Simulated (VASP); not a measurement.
Set up this calculation in VASP 6.6.1, as the native input.

| Item | Value |
| --- | --- |
| Task | single point |
| Functional | PBE |
| Potentials or basis | VASP PAW PBE potentials, release 64 (Mg, O) |
| Cutoff | 520 eV |
| k mesh | 12 × 12 × 6 |
| Occupations | gaussian, width 0.01 eV |
| Spin | no spin polarisation |
| Dipole correction | no |
| Further INCAR settings | ALGO = Normal; EDIFF = 1e-06; NBANDS = 16 |

The structure of MgO lies in POSCAR:

```
MgO
1.0
    3.4840198093      0.0000000000      0.0000000000
   -1.7420099047      3.0172496621      0.0000000000
    0.0000000000      0.0000000000      4.1853204648
Mg O
2 2
Direct
    0.3333333333      0.6666666667      0.2500000000
    0.6666666667      0.3333333333      0.7500000000
    0.6666666667      0.3333333333      0.2500000000
    0.3333333333      0.6666666667      0.7500000000
```

The input as run:

INCAR

```
SYSTEM = MgO
  ALGO = Normal
  EDIFF = 1E-6
  ENCUT = 520
  GGA = PE
  ISIF = 2
  ISMEAR = 0
  LASPH = .True.
  LCHARG = .False.
  LREAL = .False.
  LWAVE = .False.
  NBANDS = 16
  NELM = 80
  PREC = Accurate
  SIGMA = 0.01
```

KPOINTS

```
k-points
0
Gamma
  12 12 6
  0 0 0
```

Potentials or basis: VASP PAW PBE potentials, release 64 (Mg, O).

The run is started by

```console
$ cat potpaw_PBE.64/Mg/POTCAR potpaw_PBE.64/O/POTCAR > POTCAR
$ mpirun -np 1 vasp_std > vasp.out
```

Results of the run:

```json
{
  "Pressure": "4.0 GPa",
  "Band gap on the k mesh": "3.43 eV, direct"
}
```

Run time: 59 s on 1 thread of Intel(R) Xeon(R) Platinum 8175M CPU @ 2.50GHz (Skylake/Cascade Lake), with other jobs on the host, peak memory 0.19 GiB.
